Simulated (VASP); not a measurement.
# CuSi16 (a cell with a defect) in VASP: a series of runs

CuSi16 (a cell with a defect) is run at these levels: PBE; tasks: single point.

Program: VASP 6.6.1. These are calculated values, not measurements. Logs are shortened: lines on timing, memory, paths and dates and some standing lists are left out, and cuts for length are marked.

**1. The cell of the first run**

The cell holds a defect, 17 atoms: a = 7.679 Å, b = 7.679 Å, c = 7.679 Å, α = 60.00°, β = 60.00°, γ = 60.00°.

**2. Single point, PBE**

INCAR reads:

```
SYSTEM = CuSi16
PREC     = Accurate       ! precision mode
ENCUT    = 520            ! plane-wave cutoff, eV
EDIFF    = 1E-6           ! SCF threshold, eV
ISMEAR   = -1             ! smearing method
SIGMA    = 0.02           ! smearing width, eV
LREAL    = Auto         
LASPH    = .True.         ! aspherical terms in the spheres
NELM     = 80             ! most SCF steps
ALGO     = Normal         ! electronic algorithm
ISIF     = 2              ! what is computed and relaxed
LWAVE    = .False.        ! write WAVECAR
LCHARG   = .True.         ! write CHGCAR
GGA      = PE             ! functional
LELF     = .True.         ! ELF
LVHAR    = .True.       
NELECT   = 74.0         
NBANDS   = 52             ! bands
```

KPOINTS reads:

```
regular mesh
0
Gamma
  2 2 2
  0 0 0
```

POSCAR reads:

```
CuSi16
1.0
    0.0000000000      5.4300000000      5.4300000000
    5.4300000000      0.0000000000      5.4300000000
    5.4300000000      5.4300000000      0.0000000000
Si Cu
16 1
Direct
   -0.0153867403      0.0546316759     -0.0629189687
    0.1020257827      0.1107734807      0.1053222836
    0.0504788214     -0.0143462247      0.4587845304
    0.1648710866      0.1100460405      0.5887384899
   -0.0716206262      0.4822467772      0.0207182320
    0.0769429098      0.6406445672      0.0955064457
   -0.0269060773      0.5381767956      0.4709023941
    0.1310128913      0.5557090239      0.6607366483
    0.4578084715     -0.0053038674      0.0131307551
    0.6125690608      0.1330110497      0.1081123389
    0.5208655617      0.0453406998      0.4879373849
    0.6676335175      0.0819244936      0.6645211786
    0.4573941068      0.4935082873      0.0438397790
    0.5863996317      0.5783517495      0.2169705341
    0.4842081031      0.4648895028      0.6097513812
    0.6192081031      0.6648987109      0.6594659300
    0.8309484346      0.2636187845      0.6783149171
```

Potentials or basis: VASP PAW PBE potentials, release 64 (Si, Cu).

The run is started by

```bash
cat potpaw_PBE.64/Si/POTCAR potpaw_PBE.64/Cu/POTCAR > POTCAR
mpirun -np 1 vasp_std > vasp.out
```

OUTCAR:

```text
SYSTEM = CuSi16
   PREC = Accurate
   ENCUT = 520
   EDIFF = 1E-6
   ISMEAR = -1
   LREAL = Auto
   LASPH = .True.
   NELM = 80
   ISIF = 2
   GGA = PE
   NELECT = 74.0

 ion  position               nearest neighbor table
   1  0.985  0.055  0.937-   2 2.19   4 2.24  17 2.28  10 2.36   6 2.61
   2  0.102  0.111  0.105-   1 2.19   9 2.24   3 2.27   5 2.36
   3  0.050  0.986  0.459-   2 2.27   4 2.31  12 2.46  17 2.72   8 2.74
   4  0.165  0.110  0.589-  17 2.11   1 2.24  11 2.29   3 2.31   7 2.70
   5  0.928  0.482  0.021-  14 2.22   8 2.32   2 2.36   6 2.42
   6  0.077  0.641  0.096-   7 2.37   5 2.42  13 2.44   1 2.61
   7  0.973  0.538  0.471-  16 2.29  17 2.32   6 2.37   8 2.40   4 2.70
   8  0.131  0.556  0.661-  15 2.31   5 2.32   7 2.40   3 2.74
   9  0.458  0.995  0.013-   2 2.24  12 2.28  10 2.44  14 2.65
  10  0.613  0.133  0.108-  13 2.29   1 2.36  11 2.43   9 2.44  17 2.75
  11  0.521  0.045  0.488-   4 2.29  12 2.33  16 2.40  10 2.43
  12  0.668  0.082  0.665-   9 2.28  11 2.33  17 2.36  15 2.45   3 2.46
  13  0.457  0.494  0.044-  10 2.29   6 2.44  14 2.45  16 2.46
  14  0.586  0.578  0.217-   5 2.22  13 2.45  15 2.48   9 2.65
  15  0.484  0.465  0.610-   8 2.31  12 2.45  16 2.48  14 2.48  17 2.50
  16  0.619  0.665  0.659-   7 2.29  11 2.40  13 2.46  15 2.48  17 2.63
  17  0.831  0.264  0.678-   4 2.11   1 2.28   7 2.32  12 2.36  15 2.50  16 2.63   3 2.72  10 2.75

  LATTYP: Found a face centered cubic cell.
 ALAT       =    10.8600000000

  Lattice vectors:

 A1 = (   0.0000000000,   5.4300000000,   5.4300000000)
 A2 = (   5.4300000000,   0.0000000000,   5.4300000000)
 A3 = (   5.4300000000,   5.4300000000,   0.0000000000)

Analysis of symmetry for initial positions (statically):
=====================================================================
 Subroutine PRICEL returns:
 Original cell was already a primitive cell.

 Routine SETGRP: Setting up the symmetry group for a
 face centered cubic supercell.

 Subroutine GETGRP returns: Found  1 space group operations
 (whereof  1 operations were pure point group operations)
 out of a pool of 48 trial point group operations.

The static configuration has the point symmetry C_1 .

Analysis of symmetry for dynamics (positions and initial velocities):
=====================================================================
 Subroutine PRICEL returns:
 Original cell was already a primitive cell.

 Routine SETGRP: Setting up the symmetry group for a
 face centered cubic supercell.

 Subroutine GETGRP returns: Found  1 space group operations
 (whereof  1 operations were pure point group operations)
 out of a pool of 48 trial point group operations.

The dynamic configuration has the point symmetry C_1 .

 Subroutine INISYM returns: Found  1 space group operations
 (whereof  1 operations are pure point group operations),
 and found     1 'primitive' translations

----------------------------------------------------------------------------------------

                                     Primitive cell

  volume of cell :     320.2060

  direct lattice vectors                    reciprocal lattice vectors
     0.000000000  5.430000000  5.430000000    -0.092081031  0.092081031  0.092081031
     5.430000000  0.000000000  5.430000000     0.092081031 -0.092081031  0.092081031
     5.430000000  5.430000000  0.000000000     0.092081031  0.092081031 -0.092081031

  length of vectors
     7.679179644  7.679179644  7.679179644     0.159489025  0.159489025  0.159489025

  position of ions in fractional coordinates (direct lattice)
     0.984613260  0.054631676  0.937081031
     0.102025783  0.110773481  0.105322284
     0.050478821  0.985653775  0.458784530
     0.164871087  0.110046041  0.588738490
     0.928379374  0.482246777  0.020718232
     0.076942910  0.640644567  0.095506446
[... 9 lines left out ...]
     0.619208103  0.664898711  0.659465930
     0.830948435  0.263618784  0.678314917

  ion indices of the primitive-cell ions
   primitive index   ion index
                 1           1
                 2           2
                 3           3
                 4           4
                 5           5
                 6           6
[... 9 lines left out ...]
                16          16
                17          17

----------------------------------------------------------------------------------------

 KPOINTS: regular mesh

Automatic generation of k-mesh.
 Grid dimensions read from file:
 generate k-points for:    2    2    2

 Generating k-lattice:

  Cartesian coordinates                     Fractional coordinates (reciprocal lattice)
    -0.046040516  0.046040516  0.046040516     0.500000000  0.000000000  0.000000000
     0.046040516 -0.046040516  0.046040516     0.000000000  0.500000000  0.000000000
     0.046040516  0.046040516 -0.046040516     0.000000000  0.000000000  0.500000000

  Length of vectors
     0.079744512  0.079744512  0.079744512

  Shift w.r.t. Gamma in fractional coordinates (k-lattice)
     0.000000000  0.000000000  0.000000000

 Subroutine IBZKPT returns following result:
 ===========================================

 Found      8 irreducible k-points:

 Following reciprocal coordinates:
            Coordinates               Weight
  0.000000  0.000000  0.000000      1.000000
  0.500000  0.000000  0.000000      1.000000
  0.000000  0.500000  0.000000      1.000000
  0.000000  0.000000  0.500000      1.000000
  0.500000  0.500000  0.500000      1.000000
  0.500000  0.500000  0.000000      1.000000
  0.000000  0.500000  0.500000      1.000000
  0.500000  0.000000  0.500000      1.000000
   k-points           NKPTS =      8   k-points in BZ     NKDIM =      8   number of bands    NBANDS=     52
   number of dos      NEDOS =    301   number of ions     NIONS =     17
   total plane-waves  NPLWV = 216000
   dimension x,y,z NGX =    60 NGY =   60 NGZ =   60
   dimension x,y,z NGXF=   120 NGYF=  120 NGZF=  120
   ions per type =              16   1
   NGX,Y,Z   is equivalent  to a cutoff of  12.99, 12.99, 12.99 a.u.
   NGXF,Y,Z  is equivalent  to a cutoff of  25.98, 25.98, 25.98 a.u.
 SYSTEM =  CuSi16
   PREC   = accura    normal or accurate (medium, high low for compatibility)
   ISTART =      0    job   : 0-new  1-cont  2-samecut
   ICHARG =      2    charge: 1-file 2-atom 10-const
   ISPIN  =      1    spin polarized calculation?
   LNONCOLLINEAR =      F non collinear calculations
   LSORBIT =      F    spin-orbit coupling
   LASPH  =      T    aspherical Exc in radial PAW
   ENCUT  =  520.0 eV  38.22 Ry    6.18 a.u.  14.28 14.28 14.28*2*pi/ulx,y,z
   NELM   =     80;   NELMIN=  2; NELMDL= -5     # of ELM steps
   EDIFF  = 0.1E-05   stopping-criterion for ELM
   LREAL  =      T    real-space projection
   EDIFFG = 0.1E-04   stopping-criterion for IOM
   NSW    =      0    number of steps for IOM
   IBRION =     -1    ionic relax: 0-MD 1-quasi-New 2-CG
   NFREE  =      0    steps in history (QN), initial steepest desc. (CG)
   ISIF   =      2    stress and relaxation
   ISYM   =      2    0-nonsym 1-usesym 2-fastsym
   POTIM  = 0.5000    time-step for ionic-motion
   TEBEG  =    0.0;   TEEND  =   0.0 temperature during run
   PSTRESS=    0.0 pullay stress
   NELECT =      74.0000    total number of electrons
   NUPDOWN=      -1.0000    fix difference up-down
   EMIN   =  10.00;   EMAX   =-10.00  energy-range for DOS
   EFERMI =   0.00;   METHOD = LEGACY
   ISMEAR =    -1;   SIGMA  =   0.02  broadening in eV -4-tet -1-fermi 0-gaus
   EFERMI_NEDOS =   21; number of points for ismear=-14 and -15
   IALGO  =     38    algorithm
   IMIX   =      4    mixing-type and parameters
     AMIX     =   0.40;   BMIX     =  1.00
     AMIX_MAG =   1.60;   BMIX_MAG =  1.00
  volume/ion in A,a.u.               =      18.84       127.11
  Fermi-wavevector in a.u.,A,eV,Ry     =   1.004636  1.898488 13.732283  1.009294
  Thomas-Fermi vector in A             =   2.137265
   LORBIT       =      0    0 simple, 1 ext, 2 COOP (PROOUT), +10 PAW based schemes
   GGA     = PE    functional components
   LHFCALC =     F    Hartree Fock is set to
   AEXX    =    0.0000 exact exchange contribution
   IVDW    =     0    specifies the selected vdW correction
   LEPSILON=     F    determine dielectric tensor
   LRPA    =     F    only Hartree local field effects (RPA)
 non-spin polarized calculation
  energy-cutoff  :      520.00
  volume of cell :      320.21
 maximum number of plane-waves:      8646
 NGX is ok and might be reduce to    60
   NGX = 29   NGY = 29   NGZ = 29

 number of electron      73.9999997 magnetization

 Free energy of the ion-electron system (eV)
  ---------------------------------------------------
  ext. energy  EPLUGINS =         0.00000000
  ---------------------------------------------------
  free energy    TOTEN  =       -90.63672248 eV

  energy without entropy =      -90.63422174  energy(sigma->0) =      -90.63547211

 E-fermi :   6.3857     XC(G=0):  -9.6785

 val. band max:        6.3334788182   @ k =   0.0000   0.0000   0.0000
 cond. band min:       6.4380067127   @ k =   0.0000   0.0000   0.0000
 fundamental gap:      0.1045278946
 Fermi energy:         6.3857228264

 k-point     1 :       0.0000    0.0000    0.0000
  band No.  band energies     occupation
      1      -6.0230      2.00000
      2      -3.8196      2.00000
      3      -3.6800      2.00000
      4      -3.4793      2.00000
      5      -3.2396      2.00000
      6      -2.3371      2.00000
[... 41 lines left out ...]
     48       8.3991      0.00000
     49       8.5871      0.00000

 k-point     2 :       0.5000    0.0000    0.0000
  band No.  band energies     occupation
      1      -5.4031      2.00000
      2      -5.0075      2.00000
      3      -3.7210      2.00000
      4      -3.4115      2.00000
      5      -3.2111      2.00000
      6      -2.9715      2.00000
[... 304 lines left out ...]
 k-point     8 :       0.5000    0.0000    0.5000
  band No.  band energies     occupation
      1      -5.1589      2.00000
      2      -4.9314      2.00000
      3      -3.9959      2.00000
      4      -3.8002      2.00000
      5      -3.6607      2.00000
      6      -3.5458      2.00000
[... 41 lines left out ...]
     48      10.2067      0.00000
     49      10.2854      0.00000
 [bands above 49 left out]

------------------------ aborting loop because EDIFF is reached ----------------------------------------

  FORCE on cell =-STRESS in cart. coord.  units (eV):
  Direction    XX          YY          ZZ          XY          YZ          ZX
  --------------------------------------------------------------------------------------
  -------------------------------------------------------------------------------------
  Total       -0.4507872     -3.7702861     -3.5978524     -1.3632843      4.3876319     -6.1900602
  in kB       -2.2555509    -18.8649390    -18.0021526     -6.8213060     21.9538798    -30.9724790
  external PRESSURE =     -13.0408808 kB  Pullay stress =       0.0000000 kB

 VOLUME and BASIS-vectors are now :
 -----------------------------------------------------------------------------
  energy-cutoff  :      520.00
  volume of cell :      320.21
      direct lattice vectors                 reciprocal lattice vectors
     0.000000000  5.430000000  5.430000000    -0.092081031  0.092081031  0.092081031
     5.430000000  0.000000000  5.430000000     0.092081031 -0.092081031  0.092081031
     5.430000000  5.430000000  0.000000000     0.092081031  0.092081031 -0.092081031

 POSITION                                       TOTAL-FORCE (eV/Angst)
 -----------------------------------------------------------------------------------
      5.38500     10.43480      5.64310        -1.152723      1.440323     -3.051092
      1.17340      1.12590      1.15550         1.438851      0.106741      0.961299
      7.84330      2.76530      5.62620        -0.161713      1.358905     -2.331378
      3.79440      4.09210      1.49280        -1.276293      0.110538      2.010208
      2.73110      5.15360      7.65970        -0.394751      1.204617      1.417032
      3.99730      0.93640      3.89650         0.341110      0.180865      0.621971
[... 9 lines left out ...]
      7.19130      6.94320      6.97270         0.579101     -0.318780     -1.390464
      5.11470      8.19530      5.94350         1.208845     -2.022178     -0.818941
 -----------------------------------------------------------------------------------
    total drift:                               -0.005003      0.002617     -0.000550

  FREE ENERGIE OF THE ION-ELECTRON SYSTEM (eV)
  ---------------------------------------------------
  free  energy   TOTEN  =       -90.6367224764 eV

  energy  without entropy=      -90.6342217376  energy(sigma->0) =      -90.63547211
```

It took 3.4 min on 1 thread of Intel Xeon 6975P-C (Granite Rapids), shared host; peak memory 0.49 GiB.

Results:

```
Free energy   : -90.6367 eV
Largest force : 3.565 eV/Å
```

Forces on the atoms (eV/Å):
```
Si  -1.153  1.440 -3.051
Si   1.439  0.107  0.961
Si  -0.162  1.359 -2.331
Si  -1.276  0.111  2.010
Si  -0.395  1.205  1.417
Si   0.341  0.181  0.622
Si  -0.702  0.952  1.020
Si   0.774 -1.735  0.722
Si  -0.795  2.816 -0.054
Si   0.049 -0.237 -0.947
Si  -1.147 -0.034  0.060
Si  -0.425 -0.612  0.203
Si   0.842 -0.577  0.979
Si   1.458 -2.022 -0.724
Si  -0.636 -0.611  1.322
Si   0.579 -0.319 -1.390
Cu   1.209 -2.022 -0.819
```

Caveat: the k points lie up to 0.50 Å⁻¹ apart; the cell carries a net charge on a neutralising background, which shifts energy and pressure; the cell is charged against a uniform background, so pressure and absolute levels hang on convention; the atoms stand as in a frame of molecular dynamics.

**3. Single point, PBE**

INCAR reads:

```
SYSTEM = CuSi16
ALGO     = Normal         ! electronic algorithm
EDIFF    = 1E-7           ! SCF threshold, eV
ENCUT    = 520            ! plane-wave cutoff, eV
GGA      = PE             ! functional
ISIF     = 2              ! what is computed and relaxed
ISMEAR   = -1             ! smearing method
LASPH    = .True.         ! aspherical terms in the spheres
LCHARG   = .False.        ! write CHGCAR
LREAL    = Auto         
LWAVE    = .False.        ! write WAVECAR
NBANDS   = 52             ! bands
NELECT   = 74.0         
NELM     = 60             ! most SCF steps
PREC     = Accurate       ! precision mode
SIGMA    = 0.02           ! smearing width, eV
```

KPOINTS reads:

```
k-points
0
Gamma
  2 2 2
  0 0 0
```

POSCAR reads:

```
CuSi16
1.0
    0.0000000000      5.4300000000      5.4300000000
    5.4300000000      0.0000000000      5.4300000000
    5.4300000000      5.4300000000      0.0000000000
Si Cu
16 1
Direct
   -0.0209576427     -0.0497421731      0.0579189687
    0.1017311234      0.1124677716      0.1353959484
   -0.0352486188      0.0278821363      0.5023941068
    0.1019244936      0.1036187845      0.6998250460
    0.0064548803      0.5404880295     -0.0077440147
    0.1215377532      0.6053867403      0.1526058932
    0.0487569061      0.5010773481      0.5111141805
    0.1442265193      0.6678545120      0.6173756906
    0.4858655617     -0.0100276243      0.0219797422
    0.6332596685      0.1298526703      0.1529650092
    0.4566758748      0.0306353591      0.5106353591
    0.5560865562      0.1450184162      0.6557366483
    0.5416758748      0.4970902394     -0.0940883978
    0.6568876611      0.6311233886      0.0537384899
    0.5249263352      0.5144106814      0.4311141805
    0.6459300184      0.6733701657      0.5270349908
    0.7636832413      0.1813996317      0.7726703499
```

Potentials or basis: VASP PAW PBE potentials, release 64 (Si, Cu).

The run is started by

```bash
cat potpaw_PBE.64/Si/POTCAR potpaw_PBE.64/Cu/POTCAR > POTCAR
mpirun -np 1 vasp_std > vasp.out
```

Wall time 4.1 min (1 thread of Intel Xeon 6975P-C (Granite Rapids), shared host); peak memory 0.49 GiB.

It converged, with:

```yaml
Free_energy: -90.4144 eV
Largest_force: 3.269 eV/Å
```

Forces on the atoms (eV/Å):
```
Si   0.798  0.208  1.294
Si   1.232  0.241  2.116
Si   0.404 -0.054 -0.470
Si  -0.675 -1.317  1.889
Si  -2.652 -0.431 -1.680
Si  -1.545  2.731  0.917
Si   0.328 -0.283 -1.647
Si  -0.705  0.383  0.091
Si   0.867  0.018 -0.125
Si   0.089 -2.486 -0.732
Si  -0.681  0.209 -0.466
Si  -0.416  0.003  1.678
Si   1.739  0.549 -0.247
Si  -0.061 -0.650 -1.210
Si   0.969  0.060 -0.609
Si  -0.543  1.484 -0.128
Cu   0.852 -0.666 -0.671
```

Levels at points of the mesh, in eV from the Fermi level:
```csv
k point,band 35,band 36,band 37,band 38,band 39,band 40
"(0.00, 0.00, 0.00)",-0.42,-0.20,-0.06,0.04,0.16,0.43
"(0.50, 0.00, 0.00)",-0.87,-0.71,-0.52,0.24,0.63,0.99
"(0.00, 0.50, 0.00)",-0.73,-0.47,-0.05,0.40,0.84,0.95
"(0.00, 0.00, 0.50)",-0.66,-0.47,-0.33,0.53,1.01,1.06
"(0.50, 0.50, 0.50)",-0.80,-0.75,-0.35,0.56,0.90,0.94
"(0.50, 0.50, 0.00)",-1.13,-1.03,-0.70,0.61,1.07,1.66
"(0.00, 0.50, 0.50)",-1.22,-0.88,-0.70,0.36,0.89,1.43
"(0.50, 0.00, 0.50)",-1.22,-0.78,-0.53,0.48,0.91,1.49
```

Caveat: the k points lie up to 0.50 Å⁻¹ apart; the cell carries a net charge on a neutralising background, which shifts energy and pressure; the cell is charged against a uniform background, so pressure and absolute levels hang on convention; the atoms stand as in a frame of molecular dynamics.
